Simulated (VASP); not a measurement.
# Zr2PbO (R-3m) in VASP: single point with PBE

Aim: the single point of Zr2PbO with PBE.

Everything below comes from runs of VASP 6.6.1. Logs are shortened: lines on timing, memory, paths and dates and some standing lists are left out, and cuts for length are marked.

**1. The cell of the first run**

It takes space group R-3m (No. 166, trigonal). Conventional cell: a = 4.355 Å, b = 4.355 Å, c = 14.332 Å, α = 90.00°, β = 90.00°, γ = 120.00°. Within 2.2 Å of Zr (site symmetry 3m) lie 1 O at 1.66 Å. Pb (site symmetry -3m) has 6 Zr at 2.62 Å and 6 O at 3.47 Å within 3.5 Å. Within 2.2 Å of O (site symmetry -3m) lie 2 Zr at 1.66 Å.

The cell was built from a structure type or drawn by symmetry, and may not be a known phase.

**2. Single point, PBE**

INCAR reads:

```
PREC = Accurate ; ENCUT = 520
EDIFF = 1E-6 ; ISMEAR = 0
SIGMA = 0.1 ; LREAL = False
LASPH = True ; NELM = 100
ALGO = Normal ; ISIF = 2
LWAVE = False ; LCHARG = False
GGA = PE ; NBANDS = 30
```

KPOINTS reads:

```
Automatic mesh
0
Gamma
  6 6 6
```

POSCAR reads:

```
Zr2PbO
1.0
    2.1773169100      1.2570745000      4.7773943700
   -2.1773169100      1.2570745000      4.7773943700
    0.0000000000     -2.5141490100      4.7773943700
Zr Pb O
2 1 1
Direct
    0.3844356900      0.3844356900      0.3844356900
    0.6155643100      0.6155643100      0.6155643100
    0.0000000000      0.0000000000      0.0000000000
    0.5000000000      0.5000000000      0.5000000000
```

Potentials or basis: VASP PAW PBE potentials, release 64 (Zr_sv, Pb_d, O).

Launch:

```bash
$ cat potpaw_PBE.64/Zr_sv/POTCAR potpaw_PBE.64/Pb_d/POTCAR potpaw_PBE.64/O/POTCAR > POTCAR
$ mpirun -np 1 vasp_std > vasp.out
```

OUTCAR:

```text
PREC = Accurate
   ENCUT = 520
   EDIFF = 1E-6
   ISMEAR = 0
   LREAL = False
   LASPH = True
   NELM = 100
   ISIF = 2
   GGA = PE

 ion  position               nearest neighbor table
   1  0.384  0.384  0.384-   4 1.66   3 2.62   3 2.62   3 2.62   2 2.91   2 2.91   2 2.91   2 3.31

   2  0.616  0.616  0.616-   4 1.66   3 2.62   3 2.62   3 2.62   1 2.91   1 2.91   1 2.91   1 3.31

   3  0.000  0.000  0.000-   2 2.62   1 2.62   2 2.62   2 2.62   1 2.62   1 2.62
   4  0.500  0.500  0.500-   1 1.66   2 1.66

  LATTYP: Found a trigonal (rhomboedric) cell.
 ALAT       =     5.3985592700
 COS(alpha) =     0.6746749250

  Lattice vectors:

 A1 = (   2.1773169100,   1.2570745000,   4.7773943700)
 A2 = (  -2.1773169100,   1.2570745000,   4.7773943700)
 A3 = (   0.0000000000,  -2.5141490100,   4.7773943700)

Analysis of symmetry for initial positions (statically):
=====================================================================
 Subroutine PRICEL returns:
 Original cell was already a primitive cell.

 Routine SETGRP: Setting up the symmetry group for a
 trigonal (rhombohedral) supercell.

 Subroutine GETGRP returns: Found 12 space group operations
 (whereof 12 operations were pure point group operations)
 out of a pool of 12 trial point group operations.

The static configuration has the point symmetry D_3d.

Analysis of symmetry for dynamics (positions and initial velocities):
=====================================================================
 Subroutine PRICEL returns:
 Original cell was already a primitive cell.

 Routine SETGRP: Setting up the symmetry group for a
 trigonal (rhombohedral) supercell.

 Subroutine GETGRP returns: Found 12 space group operations
 (whereof 12 operations were pure point group operations)
 out of a pool of 12 trial point group operations.

The dynamic configuration has the point symmetry D_3d.

 Subroutine INISYM returns: Found 12 space group operations
 (whereof 12 operations are pure point group operations),
 and found     1 'primitive' translations

----------------------------------------------------------------------------------------

                                     Primitive cell

  volume of cell :      78.4558

  direct lattice vectors                    reciprocal lattice vectors
     2.177316910  1.257074500  4.777394370     0.229640434  0.132582966  0.069773041
    -2.177316910  1.257074500  4.777394370    -0.229640434  0.132582966  0.069773041
     0.000000000 -2.514149010  4.777394370     0.000000000 -0.265165933  0.069773041

  length of vectors
     5.398559270  5.398559270  5.398559272     0.274191993  0.274191993  0.274191993

  position of ions in fractional coordinates (direct lattice)
     0.384435690  0.384435690  0.384435690
     0.615564310  0.615564310  0.615564310
     0.000000000  0.000000000  0.000000000
     0.500000000  0.500000000  0.500000000

  ion indices of the primitive-cell ions
   primitive index   ion index
                 1           1
                 2           2
                 3           3
                 4           4

----------------------------------------------------------------------------------------

 KPOINTS: Automatic mesh

Automatic generation of k-mesh.
 Grid dimensions read from file:
 generate k-points for:    6    6    6

 Generating k-lattice:

  Cartesian coordinates                     Fractional coordinates (reciprocal lattice)
     0.038273406  0.022097161  0.011628840     0.166666667 -0.000000000  0.000000000
    -0.038273406  0.022097161  0.011628840    -0.000000000  0.166666667  0.000000000
     0.000000000 -0.044194322  0.011628840     0.000000000  0.000000000  0.166666667

  Length of vectors
     0.045698666  0.045698666  0.045698666

  Shift w.r.t. Gamma in fractional coordinates (k-lattice)
     0.000000000  0.000000000  0.000000000

 Subroutine IBZKPT returns following result:
 ===========================================

 Found     32 irreducible k-points:

 Following reciprocal coordinates:
            Coordinates               Weight
  0.000000  0.000000  0.000000      1.000000
  0.166667 -0.000000  0.000000      6.000000
  0.333333  0.000000  0.000000      6.000000
  0.500000  0.000000  0.000000      3.000000
  0.166667  0.166667  0.000000      6.000000
  0.333333  0.166667  0.000000     12.000000
[... 16 lines left out ...]
  0.500000  0.500000  0.166667      6.000000
 -0.333333  0.500000  0.166667     12.000000
 [... further k-points ...]
   k-points           NKPTS =     32   k-points in BZ     NKDIM =     32   number of bands    NBANDS=     30
   number of dos      NEDOS =    301   number of ions     NIONS =      4
   total plane-waves  NPLWV =  64000
   dimension x,y,z NGX =    40 NGY =   40 NGZ =   40
   dimension x,y,z NGXF=    80 NGYF=   80 NGZF=   80
   ions per type =               2   1   1
   NGX,Y,Z   is equivalent  to a cutoff of  12.32, 12.32, 12.32 a.u.
   NGXF,Y,Z  is equivalent  to a cutoff of  24.64, 24.64, 24.64 a.u.
 SYSTEM =  unknown system
   PREC   = accura    normal or accurate (medium, high low for compatibility)
   ISTART =      0    job   : 0-new  1-cont  2-samecut
   ICHARG =      2    charge: 1-file 2-atom 10-const
   ISPIN  =      1    spin polarized calculation?
   LNONCOLLINEAR =      F non collinear calculations
   LSORBIT =      F    spin-orbit coupling
   LASPH  =      T    aspherical Exc in radial PAW
   ENCUT  =  520.0 eV  38.22 Ry    6.18 a.u.  10.04 10.04 10.04*2*pi/ulx,y,z
   NELM   =    100;   NELMIN=  2; NELMDL= -5     # of ELM steps
   EDIFF  = 0.1E-05   stopping-criterion for ELM
   LREAL  =      F    real-space projection
   EDIFFG = 0.1E-04   stopping-criterion for IOM
   NSW    =      0    number of steps for IOM
   IBRION =     -1    ionic relax: 0-MD 1-quasi-New 2-CG
   NFREE  =      0    steps in history (QN), initial steepest desc. (CG)
   ISIF   =      2    stress and relaxation
   ISYM   =      2    0-nonsym 1-usesym 2-fastsym
   POTIM  = 0.5000    time-step for ionic-motion
   TEBEG  =    0.0;   TEEND  =   0.0 temperature during run
   PSTRESS=    0.0 pullay stress
   NELECT =      44.0000    total number of electrons
   NUPDOWN=      -1.0000    fix difference up-down
   EMIN   =  10.00;   EMAX   =-10.00  energy-range for DOS
   EFERMI =   0.00;   METHOD = LEGACY
   ISMEAR =     0;   SIGMA  =   0.10  broadening in eV -4-tet -1-fermi 0-gaus
   EFERMI_NEDOS =   21; number of points for ismear=-14 and -15
   IALGO  =     38    algorithm
   IMIX   =      4    mixing-type and parameters
     AMIX     =   0.40;   BMIX     =  1.00
     AMIX_MAG =   1.60;   BMIX_MAG =  1.00
  volume/ion in A,a.u.               =      19.61       132.36
  Fermi-wavevector in a.u.,A,eV,Ry     =   1.350053  2.551230 24.798554  1.822642
  Thomas-Fermi vector in A             =   2.477589
   LORBIT       =      0    0 simple, 1 ext, 2 COOP (PROOUT), +10 PAW based schemes
   GGA     = PE    functional components
   LHFCALC =     F    Hartree Fock is set to
   AEXX    =    0.0000 exact exchange contribution
   IVDW    =     0    specifies the selected vdW correction
   LEPSILON=     F    determine dielectric tensor
   LRPA    =     F    only Hartree local field effects (RPA)
 non-spin polarized calculation
 Gauss-broadening in eV      SIGMA  =   0.10
  energy-cutoff  :      520.00
  volume of cell :       78.46
 maximum number of plane-waves:      2126
   NGX = 21   NGY = 21   NGZ = 21

 number of electron      44.0000003 magnetization

 Free energy of the ion-electron system (eV)
  ---------------------------------------------------
  ext. energy  EPLUGINS =         0.00000000
  ---------------------------------------------------
  free energy    TOTEN  =       -21.59638068 eV

  energy without entropy =      -21.56683564  energy(sigma->0) =      -21.58160816

 E-fermi :   8.5868     XC(G=0): -10.5474

 val. band max:        8.5844749095   @ k =   0.1667  -0.0000   0.0000
 cond. band min:       8.5910639687   @ k =   0.3333   0.3333   0.3333
 fundamental gap:      0.0065890592
 Fermi energy:         8.5867945734

 k-point     1 :       0.0000    0.0000    0.0000
  band No.  band energies     occupation
      1     -39.9834      2.00000
      2     -39.7057      2.00000
      3     -20.8066      2.00000
      4     -18.9704      2.00000
      5     -18.3302      2.00000
      6     -18.3302      2.00000
[... 22 lines left out ...]
     29      14.5059      0.00000
     30      14.5059      0.00000

 k-point     2 :       0.1667   -0.0000    0.0000
  band No.  band energies     occupation
      1     -39.9680      2.00000
      2     -39.7204      2.00000
      3     -20.7862      2.00000
      4     -19.0363      2.00000
      5     -18.3294      2.00000
      6     -18.2532      2.00000
[... 22 lines left out ...]
     29      14.2040      0.00000
     30      14.5900      0.00000

 k-point     3 :       0.3333    0.0000    0.0000
  band No.  band energies     occupation
      1     -39.9305      2.00000
      2     -39.7564      2.00000
      3     -20.7417      2.00000
      4     -19.1496      2.00000
      5     -18.3278      2.00000
      6     -18.1949      2.00000
[... 22 lines left out ...]
     29      13.5749      0.00000
     30      14.6512      0.00000

 k-point     4 :       0.5000    0.0000    0.0000
  band No.  band energies     occupation
      1     -39.9045      2.00000
      2     -39.7816      2.00000
      3     -20.7171      2.00000
      4     -19.2047      2.00000
      5     -18.3269      2.00000
      6     -18.2109      2.00000
[... 616 lines left out ...]
     29      13.5237      0.00000
     30      14.2888      0.00000

 k-point    23 :       0.5000    0.5000    0.1667
  band No.  band energies     occupation
      1     -39.8864      2.00000
      2     -39.8019      2.00000
      3     -20.6152      2.00000
      4     -19.2768      2.00000
      5     -18.3872      2.00000
      6     -18.2343      2.00000
[... 22 lines left out ...]
     29      14.7654      0.00000
     30      15.3253      0.00000

 k-point    24 :      -0.3333    0.5000    0.1667
  band No.  band energies     occupation
      1     -39.8523      2.00000
      2     -39.8347      2.00000
      3     -20.6389      2.00000
      4     -19.2638      2.00000
      5     -18.4599      2.00000
      6     -18.1411      2.00000
[... 22 lines left out ...]
     29      14.0670      0.00000
     30      15.1115      0.00000

 [... further k-points ...]

------------------------ aborting loop because EDIFF is reached ----------------------------------------

  FORCE on cell =-STRESS in cart. coord.  units (eV):
  Direction    XX          YY          ZZ          XY          YZ          ZX
  --------------------------------------------------------------------------------------
  -------------------------------------------------------------------------------------
  Total       27.5687000     27.5687000     52.0341120      0.0000000     -0.0000000      0.0000000
  in kB      562.9915317    562.9915310   1062.6095697      0.0000000     -0.0000007      0.0000000
  external PRESSURE =     729.5308775 kB  Pullay stress =       0.0000000 kB

 VOLUME and BASIS-vectors are now :
 -----------------------------------------------------------------------------
  energy-cutoff  :      520.00
  volume of cell :       78.46
      direct lattice vectors                 reciprocal lattice vectors
     2.177316910  1.257074500  4.777394370     0.229640434  0.132582966  0.069773041
    -2.177316910  1.257074500  4.777394370    -0.229640434  0.132582966  0.069773041
     0.000000000 -2.514149010  4.777394370     0.000000000 -0.265165933  0.069773041

 POSITION                                       TOTAL-FORCE (eV/Angst)
 -----------------------------------------------------------------------------------
      0.00000     -0.00000      5.50980         0.000000      0.000000     -8.728629
      0.00000     -0.00000      8.82238         0.000000     -0.000000      8.728629
      0.00000      0.00000      0.00000         0.000000      0.000000     -0.000000
      0.00000     -0.00000      7.16609         0.000000      0.000000     -0.000000
 -----------------------------------------------------------------------------------
    total drift:                               -0.000000     -0.000000     -0.000000

  FREE ENERGIE OF THE ION-ELECTRON SYSTEM (eV)
  ---------------------------------------------------
  free  energy   TOTEN  =       -21.5963806774 eV

  energy  without entropy=      -21.5668356408  energy(sigma->0) =      -21.58160816
```

Wall time 3.2 min (1 thread of Intel Xeon 8259CL, shared host); peak memory 0.28 GiB.

Results:

| Quantity | Value |
| --- | --- |
| Free energy | -21.5964 eV |
| Pressure | 73.0 GPa |
| Largest force | 8.729 eV/Å |
| Band gap on the k mesh | zero (bands 22 and 23 overlap by 0.95 eV) |

Forces on the atoms (eV/Å):
```
Zr   0.000  0.000 -8.729
Zr   0.000  0.000  8.729
Pb   0.000  0.000  0.000
O    0.000  0.000  0.000
```

Caveat: the cell stands under pressure; spin-orbit coupling is left out, which moves the levels of the heavy elements; forces of over 1 eV/Å act on the atoms, so gaps and moduli don't describe the material at rest.
